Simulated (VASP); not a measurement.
**Cl: density of states with PBE**

Cl:

```
CELL_PARAMETERS angstrom
2.39358 0.00000 0.00000
-1.19679 2.07290 0.00000
0.00000 0.00000 3.69668
ATOMIC_POSITIONS crystal
Cl 0.33333 0.66667 0.25000
Cl 0.66667 0.33333 0.75000
```

This cell differs from its parent crystal: volume scaled by 0.4.

| Quantity | Value |
| --- | --- |
| Program | VASP 6.6.1 |
| Task | density of states |
| Functional | PBE |
| Potentials or basis | VASP PAW PBE potentials, release 64 (Cl) |
| Cutoff | 520 eV |
| k mesh | 14 × 14 × 8 |
| Occupations | fermi-dirac, width 0.08 eV |
| Spin | no spin polarisation |
| Dipole correction | no |
| k mesh for the DOS | 21 × 21 × 12 |
| Occupations for the DOS | tetrahedron |
| Further INCAR settings | ALGO = Normal; EDIFF = 1e-06 |

```json
{
 "Valence electrons inside the program's atomic spheres": "Cl 5.12"
}
```

Levels at points of the mesh, in eV from the Fermi level:
```csv
k point,band 4,band 5,band 6,band 7,band 8,band 9,band 10,band 11
"(0.00, 0.00, 0.00)",0.09,0.09,2.66,2.66,4.36,9.22,12.41,12.42
"(0.00, 0.00, 0.50)",-4.31,1.40,1.40,1.40,1.40,11.18,11.19,11.60
```

It took 90 s on 1 thread of Intel(R) Xeon(R) Platinum 8375C CPU @ 2.90GHz (Ice Lake) (shared host), peak memory 0.17 GiB.
